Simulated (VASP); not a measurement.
## CaOsC6N6: single point with PBE

Crystal: CaOsC6N6.

```xyz
14
Lattice="0.0000 5.7586 5.7586 5.7586 0.0000 5.7586 5.7586 5.7586 0.0000" Properties=species:S:1:pos:R:3 pbc="T T T"
Ca    0.0000    0.0000    0.0000
Os    5.7586    5.7586    5.7586
C     2.5940    5.7586    5.7586
C     5.7586    2.5940    5.7586
C     5.7586    5.7586    2.5940
C     8.9232    5.7586    5.7586
C     5.7586    8.9232    5.7586
C     5.7586    5.7586    8.9232
N     3.7696    5.7586    5.7586
N     5.7586    3.7696    5.7586
N     5.7586    5.7586    3.7696
N     7.7476    5.7586    5.7586
N     5.7586    7.7476    5.7586
N     5.7586    5.7586    7.7476
```

| Item | Value |
| --- | --- |
| Program | VASP 6.6.1 |
| Task | single point |
| Functional | PBE |
| Potentials or basis | VASP PAW PBE potentials, release 64 (Ca_sv, Os, C, N) |
| Cutoff | 520 eV |
| k mesh | 4 × 4 × 4 |
| Occupations | gaussian, width 0.1 eV |
| Spin | collinear spin |
| Starting moments | [0.0, 1.0, 0.0, 0.0, 0.0, 0.0, 0.0, 0.0, 0.0, 0.0, 0.0, 0.0, 0.0, 0.0] μB |

```yaml
Pressure: 0.4 GPa
Largest_force: 0.314 eV/Å
Band_gap_on_the_k_mesh: zero (filled and empty bands overlap)
Net_moment: 2.00 μB per cell
Site_moments: Ca -0.00; Os +1.30; C +0.06; N -0.00 μB
Valence_electrons_inside_the_program's_atomic_spheres: Ca 8.08; Os 7.46; C 2.52; N 3.93
```

Forces on the atoms (eV/Å):
```
Ca   0.000  0.000  0.000
Os   0.000  0.000  0.000
C   -0.314  0.000  0.000
C    0.000 -0.314  0.000
C    0.000  0.000 -0.314
C    0.314  0.000  0.000
C    0.000  0.314  0.000
C    0.000  0.000  0.314
N    0.231  0.000  0.000
N    0.000  0.231  0.000
N    0.000  0.000  0.231
N   -0.231  0.000  0.000
N    0.000 -0.231  0.000
N    0.000  0.000 -0.231
```

Levels at points of the mesh, in eV from the Fermi level:
Spin up:
```csv
k point,band 33,band 34,band 35,band 36,band 37,band 38,band 39,band 40,band 41,band 42
"(0.00, 0.00, 0.00)",-1.92,-1.92,-0.83,-0.83,-0.83,4.58,4.58,4.58,4.82,4.82
"(0.50, 0.00, 0.00)",-1.89,-1.89,-0.68,-0.68,-0.68,3.91,4.10,4.10,4.84,4.84
"(0.50, 0.50, 0.00)",-1.80,-1.72,-0.83,-0.60,-0.60,4.50,4.50,4.55,4.72,4.78
```
Spin down:
| k point | band 31 | band 32 | band 33 | band 34 | band 35 | band 36 | band 37 | band 38 | band 39 | band 40 |
| --- | --- | --- | --- | --- | --- | --- | --- | --- | --- | --- |
| (0.00, 0.00, 0.00) | -2.24 | -1.85 | -1.85 | -1.85 | -0.10 | -0.10 | -0.10 | 4.75 | 4.75 | 4.75 |
| (0.50, 0.00, 0.00) | -2.09 | -2.09 | -1.83 | -1.83 | 0.05 | 0.06 | 0.06 | 3.98 | 4.17 | 4.17 |
| (0.50, 0.50, 0.00) | -2.17 | -1.74 | -1.74 | -1.66 | -0.11 | 0.15 | 0.15 | 4.55 | 4.55 | 4.72 |

Run time: 23 min on 1 thread of Intel Xeon 8259CL, on a shared host, peak memory 0.95 GiB.

Caveat: spin-orbit coupling is left out, which moves the levels of the heavy elements.
